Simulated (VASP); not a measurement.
# KHf3 (Pm-3m) in VASP: notebook

Runs on KHf3. Level: PBE. Tasks: single point, relaxation of cell and atoms.

Program: VASP 6.6.1. These are calculated values, not measurements. Logs are shortened: lines on timing, memory, paths and dates and some standing lists are left out, and cuts for length are marked.

**1. The cell of the first run**

Symmetry: Pm-3m, No. 221, cubic system. Conventional cell: a = 4.534 Å, b = 4.534 Å, c = 4.534 Å, α = 90.00°, β = 90.00°, γ = 90.00°. Within 4.2 Å of K (site symmetry m-3m) lie 12 Hf at 3.21 Å. Hf (site symmetry 4/mmm) has 4 K at 3.21 Å and 8 Hf at 3.21 Å within 4.2 Å.

**2. Single point, PBE**

The input, INCAR:

```
PREC = Accurate
ENCUT = 520
EDIFF = 1E-6
ISMEAR = 0
SIGMA = 0.1
LREAL = False
LASPH = True
NELM = 80
ALGO = Fast
ISIF = 2
LWAVE = False
LCHARG = False
GGA = PE
NBANDS = 28
```

The input, KPOINTS:

```
Automatic mesh
0
Gamma
  4 4 4
```

The input, POSCAR:

```
KHf3
1.0
    4.5335347521      0.0000000000      0.0000000000
    0.0000000000      4.5335347521      0.0000000000
    0.0000000000      0.0000000000      4.5335347521
K Hf
1 3
Direct
    0.0000000000      0.0000000000      0.0000000000
    0.0000000000      0.5000000000      0.5000000000
    0.5000000000      0.0000000000      0.5000000000
    0.5000000000      0.5000000000      0.0000000000
```

Potentials or basis: VASP PAW PBE potentials, release 64 (K_sv, Hf_pv).

Command:

```bash
$ cat potpaw_PBE.64/K_sv/POTCAR potpaw_PBE.64/Hf_pv/POTCAR > POTCAR
$ mpirun -np 1 vasp_std > vasp.out
```

OUTCAR:

```text
PREC = Accurate
   ENCUT = 520
   EDIFF = 1E-6
   ISMEAR = 0
   LREAL = False
   LASPH = True
   NELM = 80
   ISIF = 2
   GGA = PE

 ion  position               nearest neighbor table
   1  0.000  0.000  0.000-   2 3.21   3 3.21   4 3.21   2 3.21   3 3.21   2 3.21   4 3.21   2 3.21
                             3 3.21   4 3.21   3 3.21   4 3.21
   2  0.000  0.500  0.500-   1 3.21   3 3.21   4 3.21   1 3.21   4 3.21   1 3.21   3 3.21   1 3.21
                             3 3.21   4 3.21   4 3.21   3 3.21
   3  0.500  0.000  0.500-   1 3.21   2 3.21   4 3.21   1 3.21   4 3.21   2 3.21   4 3.21   4 3.21
                             1 3.21   2 3.21   1 3.21   2 3.21
   4  0.500  0.500  0.000-   1 3.21   2 3.21   3 3.21   2 3.21   3 3.21   1 3.21   3 3.21   3 3.21
                             1 3.21   2 3.21   2 3.21   1 3.21

  LATTYP: Found a simple cubic cell.
 ALAT       =     4.5335347521

  Lattice vectors:

 A1 = (   4.5335347521,   0.0000000000,   0.0000000000)
 A2 = (   0.0000000000,   4.5335347521,   0.0000000000)
 A3 = (   0.0000000000,   0.0000000000,   4.5335347521)

Analysis of symmetry for initial positions (statically):
=====================================================================
 Subroutine PRICEL returns:
 Original cell was already a primitive cell.

 Routine SETGRP: Setting up the symmetry group for a
 simple cubic supercell.

 Subroutine GETGRP returns: Found 48 space group operations
 (whereof 48 operations were pure point group operations)
 out of a pool of 48 trial point group operations.

The static configuration has the point symmetry O_h .

Analysis of symmetry for dynamics (positions and initial velocities):
=====================================================================
 Subroutine PRICEL returns:
 Original cell was already a primitive cell.

 Routine SETGRP: Setting up the symmetry group for a
 simple cubic supercell.

 Subroutine GETGRP returns: Found 48 space group operations
 (whereof 48 operations were pure point group operations)
 out of a pool of 48 trial point group operations.

The dynamic configuration has the point symmetry O_h .

 Subroutine INISYM returns: Found 48 space group operations
 (whereof 48 operations are pure point group operations),
 and found     1 'primitive' translations

----------------------------------------------------------------------------------------

                                     Primitive cell

  volume of cell :      93.1775

  direct lattice vectors                    reciprocal lattice vectors
     4.533534752  0.000000000  0.000000000     0.220578435  0.000000000  0.000000000
     0.000000000  4.533534752  0.000000000     0.000000000  0.220578435  0.000000000
     0.000000000  0.000000000  4.533534752     0.000000000  0.000000000  0.220578435

  length of vectors
     4.533534752  4.533534752  4.533534752     0.220578435  0.220578435  0.220578435

  position of ions in fractional coordinates (direct lattice)
     0.000000000  0.000000000  0.000000000
     0.000000000  0.500000000  0.500000000
     0.500000000  0.000000000  0.500000000
     0.500000000  0.500000000  0.000000000

  ion indices of the primitive-cell ions
   primitive index   ion index
                 1           1
                 2           2
                 3           3
                 4           4

----------------------------------------------------------------------------------------

 KPOINTS: Automatic mesh

Automatic generation of k-mesh.
 Grid dimensions read from file:
 generate k-points for:    4    4    4

 Generating k-lattice:

  Cartesian coordinates                     Fractional coordinates (reciprocal lattice)
     0.055144609  0.000000000  0.000000000     0.250000000  0.000000000  0.000000000
     0.000000000  0.055144609  0.000000000     0.000000000  0.250000000  0.000000000
     0.000000000  0.000000000  0.055144609     0.000000000  0.000000000  0.250000000

  Length of vectors
     0.055144609  0.055144609  0.055144609

  Shift w.r.t. Gamma in fractional coordinates (k-lattice)
     0.000000000  0.000000000  0.000000000

 Subroutine IBZKPT returns following result:
 ===========================================

 Found     10 irreducible k-points:

 Following reciprocal coordinates:
            Coordinates               Weight
  0.000000  0.000000  0.000000      1.000000
  0.250000  0.000000  0.000000      6.000000
  0.500000  0.000000  0.000000      3.000000
  0.250000  0.250000  0.000000     12.000000
  0.500000  0.250000  0.000000     12.000000
  0.500000  0.500000  0.000000      3.000000
  0.250000  0.250000  0.250000      8.000000
  0.500000  0.250000  0.250000     12.000000
  0.500000  0.500000  0.250000      6.000000
  0.500000  0.500000  0.500000      1.000000
   k-points           NKPTS =     10   k-points in BZ     NKDIM =     10   number of bands    NBANDS=     28
   number of dos      NEDOS =    301   number of ions     NIONS =      4
   total plane-waves  NPLWV =  46656
   dimension x,y,z NGX =    36 NGY =   36 NGZ =   36
   dimension x,y,z NGXF=    72 NGYF=   72 NGZF=   72
   ions per type =               1   3
   NGX,Y,Z   is equivalent  to a cutoff of  13.20, 13.20, 13.20 a.u.
   NGXF,Y,Z  is equivalent  to a cutoff of  26.40, 26.40, 26.40 a.u.
 SYSTEM =  unknown system
   PREC   = accura    normal or accurate (medium, high low for compatibility)
   ISTART =      0    job   : 0-new  1-cont  2-samecut
   ICHARG =      2    charge: 1-file 2-atom 10-const
   ISPIN  =      1    spin polarized calculation?
   LNONCOLLINEAR =      F non collinear calculations
   LSORBIT =      F    spin-orbit coupling
   LASPH  =      T    aspherical Exc in radial PAW
   ENCUT  =  520.0 eV  38.22 Ry    6.18 a.u.   8.43  8.43  8.43*2*pi/ulx,y,z
   NELM   =     80;   NELMIN=  2; NELMDL= -5     # of ELM steps
   EDIFF  = 0.1E-05   stopping-criterion for ELM
   LREAL  =      F    real-space projection
   EDIFFG = 0.1E-04   stopping-criterion for IOM
   NSW    =      0    number of steps for IOM
   IBRION =     -1    ionic relax: 0-MD 1-quasi-New 2-CG
   NFREE  =      0    steps in history (QN), initial steepest desc. (CG)
   ISIF   =      2    stress and relaxation
   ISYM   =      2    0-nonsym 1-usesym 2-fastsym
   POTIM  = 0.5000    time-step for ionic-motion
   TEBEG  =    0.0;   TEEND  =   0.0 temperature during run
   PSTRESS=    0.0 pullay stress
   NELECT =      39.0000    total number of electrons
   NUPDOWN=      -1.0000    fix difference up-down
   EMIN   =  10.00;   EMAX   =-10.00  energy-range for DOS
   EFERMI =   0.00;   METHOD = LEGACY
   ISMEAR =     0;   SIGMA  =   0.10  broadening in eV -4-tet -1-fermi 0-gaus
   EFERMI_NEDOS =   21; number of points for ismear=-14 and -15
   IALGO  =     68    algorithm
   IMIX   =      4    mixing-type and parameters
     AMIX     =   0.40;   BMIX     =  1.00
     AMIX_MAG =   1.60;   BMIX_MAG =  1.00
  volume/ion in A,a.u.               =      23.29       157.20
  Fermi-wavevector in a.u.,A,eV,Ry     =   1.224596  2.314150 20.403770  1.499635
  Thomas-Fermi vector in A             =   2.359665
   LORBIT       =      0    0 simple, 1 ext, 2 COOP (PROOUT), +10 PAW based schemes
   GGA     = PE    functional components
   LHFCALC =     F    Hartree Fock is set to
   AEXX    =    0.0000 exact exchange contribution
   IVDW    =     0    specifies the selected vdW correction
   LEPSILON=     F    determine dielectric tensor
   LRPA    =     F    only Hartree local field effects (RPA)
 non-spin polarized calculation
 RMM-DIIS sequential band-by-band and
 Gauss-broadening in eV      SIGMA  =   0.10
  energy-cutoff  :      520.00
  volume of cell :       93.18
 maximum number of plane-waves:      2522
 NGX is ok and might be reduce to    36
   NGX = 17   NGY = 17   NGZ = 17

 number of electron      38.9999998 magnetization

 Free energy of the ion-electron system (eV)
  ---------------------------------------------------
  ext. energy  EPLUGINS =         0.00000000
  ---------------------------------------------------
  free energy    TOTEN  =       -26.51487425 eV

  energy without entropy =      -26.49493463  energy(sigma->0) =      -26.50490444

 E-fermi :   4.1168     XC(G=0): -10.7036

 val. band max:        4.1138073690   @ k =   0.5000   0.2500   0.2500
 cond. band min:       4.1794429486   @ k =   0.5000   0.5000   0.0000
 fundamental gap:      0.0656355796
 Fermi energy:         4.1168257484

 k-point     1 :       0.0000    0.0000    0.0000
  band No.  band energies     occupation
      1     -26.8046      2.00000
      2     -26.8046      2.00000
      3     -26.8046      2.00000
      4     -26.5840      2.00000
      5     -26.5840      2.00000
      6     -26.5840      2.00000
[... 20 lines left out ...]
     27       8.5962      0.00000
     28       8.5962      0.00000

 k-point     2 :       0.2500    0.0000    0.0000
  band No.  band energies     occupation
      1     -26.7770      2.00000
      2     -26.7681      2.00000
      3     -26.7681      2.00000
      4     -26.5975      2.00000
      5     -26.5975      2.00000
      6     -26.5882      2.00000
[... 20 lines left out ...]
     27       7.5934      0.00000
     28       8.1486      0.00000

 k-point     3 :       0.5000    0.0000    0.0000
  band No.  band energies     occupation
      1     -26.7400      2.00000
      2     -26.7151      2.00000
      3     -26.7151      2.00000
      4     -26.6262      2.00000
      5     -26.6262      2.00000
      6     -26.5924      2.00000
[... 20 lines left out ...]
     27       7.1477      0.00000
     28       7.1477      0.00000

 k-point     4 :       0.2500    0.2500    0.0000
  band No.  band energies     occupation
      1     -26.8266      2.00000
      2     -26.7317      2.00000
      3     -26.6887      2.00000
      4     -26.6532      2.00000
      5     -26.6045      2.00000
      6     -26.5252      2.00000
[... 144 lines left out ...]
     27       6.8467      0.00000
     28       6.8593      0.00000

 k-point     9 :       0.5000    0.5000    0.2500
  band No.  band energies     occupation
      1     -26.8629      2.00000
      2     -26.7761      2.00000
      3     -26.7761      2.00000
      4     -26.7505      2.00000
      5     -26.4842      2.00000
      6     -26.4842      2.00000
[... 20 lines left out ...]
     27       6.4210      0.00000
     28       6.4211      0.00000

 k-point    10 :       0.5000    0.5000    0.5000
  band No.  band energies     occupation
      1     -26.8369      2.00000
      2     -26.8369      2.00000
      3     -26.8369      2.00000
      4     -26.8258      2.00000
      5     -26.4243      2.00000
      6     -26.4243      2.00000
[... 20 lines left out ...]
     27       6.0930      0.00000
     28       6.9413      0.00000

------------------------ aborting loop because EDIFF is reached ----------------------------------------

  FORCE on cell =-STRESS in cart. coord.  units (eV):
  Direction    XX          YY          ZZ          XY          YZ          ZX
  --------------------------------------------------------------------------------------
  -------------------------------------------------------------------------------------
  Total        3.0009940      3.0009940      3.0009940      0.0000000      0.0000000     -0.0000000
  in kB       51.6018008     51.6018008     51.6018008      0.0000000      0.0000000     -0.0000000
  external PRESSURE =      51.6018008 kB  Pullay stress =       0.0000000 kB

 VOLUME and BASIS-vectors are now :
 -----------------------------------------------------------------------------
  energy-cutoff  :      520.00
  volume of cell :       93.18
      direct lattice vectors                 reciprocal lattice vectors
     4.533534752  0.000000000  0.000000000     0.220578435  0.000000000  0.000000000
     0.000000000  4.533534752  0.000000000     0.000000000  0.220578435  0.000000000
     0.000000000  0.000000000  4.533534752     0.000000000  0.000000000  0.220578435

 POSITION                                       TOTAL-FORCE (eV/Angst)
 -----------------------------------------------------------------------------------
      0.00000      0.00000      0.00000         0.000000      0.000000      0.000000
      0.00000      2.26677      2.26677         0.000000      0.000000      0.000000
      2.26677      0.00000      2.26677         0.000000      0.000000      0.000000
      2.26677      2.26677      0.00000         0.000000      0.000000      0.000000
 -----------------------------------------------------------------------------------
    total drift:                                0.000000      0.000000      0.000000

  FREE ENERGIE OF THE ION-ELECTRON SYSTEM (eV)
  ---------------------------------------------------
  free  energy   TOTEN  =       -26.5148742485 eV

  energy  without entropy=      -26.4949346273  energy(sigma->0) =      -26.50490444
```

Wall time 46 s (1 thread of Intel Xeon 8259CL, shared host); peak memory 0.21 GiB.

Results:

- Free energy: -26.5149 eV
- Pressure: 5.2 GPa

Levels at points of the mesh, in eV from the Fermi level:
```csv
k point,band 16,band 17,band 18,band 19,band 20,band 21,band 22,band 23,band 24,band 25
"(0.00, 0.00, 0.00)",-2.47,-2.43,-1.49,-1.49,-1.49,2.17,2.17,2.17,3.18,3.18
"(0.50, 0.00, 0.00)",-1.35,-0.81,-0.78,0.09,0.09,0.32,0.32,0.80,1.43,1.92
"(0.50, 0.50, 0.00)",-2.28,-0.75,-0.43,0.06,0.06,0.50,0.50,0.50,0.93,1.77
"(0.50, 0.50, 0.50)",-3.12,-1.70,0.51,0.92,0.92,0.92,1.68,1.68,1.68,1.98
```

Caveat: spin-orbit coupling is left out, which moves the levels of the heavy elements.

[end of part 1 of 3]
